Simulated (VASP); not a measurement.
Set up this calculation in VASP 6.6.1, as the native input.

- Task: single point
- Functional: r2SCAN
- Potentials or basis: VASP PAW PBE potentials, release 64 (Cd, Se)
- Cutoff: 520 eV
- k mesh: 8 × 8 × 8
- Occupations: gaussian, width 0.01 eV
- Spin: no spin polarisation
- Dipole correction: no
- Further INCAR settings: ALGO = Normal; EDIFF = 1e-07; NBANDS = 16

The system is CdSe.

```
CELL_PARAMETERS angstrom
0.00000 2.92652 2.92652
2.92652 0.00000 2.92652
2.92652 2.92652 0.00000
ATOMIC_POSITIONS crystal
Cd 0.00000 0.00000 0.00000
Se 0.75000 0.75000 0.75000
```

One way to write it, as run:

POSCAR

```
CdSe
1.0
    0.0000000000      2.9265206162      2.9265206162
    2.9265206162      0.0000000000      2.9265206162
    2.9265206162      2.9265206162      0.0000000000
Cd Se
1 1
Direct
    0.0000000000      0.0000000000      0.0000000000
    0.7500000000      0.7500000000      0.7500000000
```

INCAR.step1

```
  PREC = Accurate
  ENCUT = 520
  ISMEAR = 0
  SIGMA = 0.01
  LREAL = F
  LASPH = T
  NELM = 80
  NBANDS = 16
  GGA = PE
  ALGO = Normal
  EDIFF = 1E-4
  LWAVE = T
  LCHARG = F
```

INCAR.step2

```
  PREC = Accurate
  ENCUT = 520
  EDIFF = 1E-7
  ISMEAR = 0
  SIGMA = 0.01
  LREAL = F
  LASPH = T
  NELM = 80
  ALGO = Normal
  ISIF = 2
  LWAVE = F
  LCHARG = F
  METAGGA = R2SCAN
  LMIXTAU = T
  NBANDS = 16
  ISTART = 1
```

KPOINTS

```
regular mesh
0
Gamma
  8 8 8
```

Potentials or basis: VASP PAW PBE potentials, release 64 (Cd, Se).

Run with:

```bash
$ cat potpaw_PBE.64/Cd/POTCAR potpaw_PBE.64/Se/POTCAR > POTCAR
$ cp INCAR.step1 INCAR
$ mpirun -np 1 vasp_std > vasp.out
$ cp INCAR.step2 INCAR
$ mpirun -np 1 vasp_std > vasp.out
```

Results of the run:

* Pressure: 10.4 GPa
* Band gap on the k mesh: 1.34 eV

Caveat: the cell stands under pressure; the PAW data sets were made with another functional, which shifts forces and pressure a little.

It took 55 s on 1 thread of Intel(R) Xeon(R) Platinum 8488C (Sapphire Rapids) (shared host), peak memory 0.18 GiB.
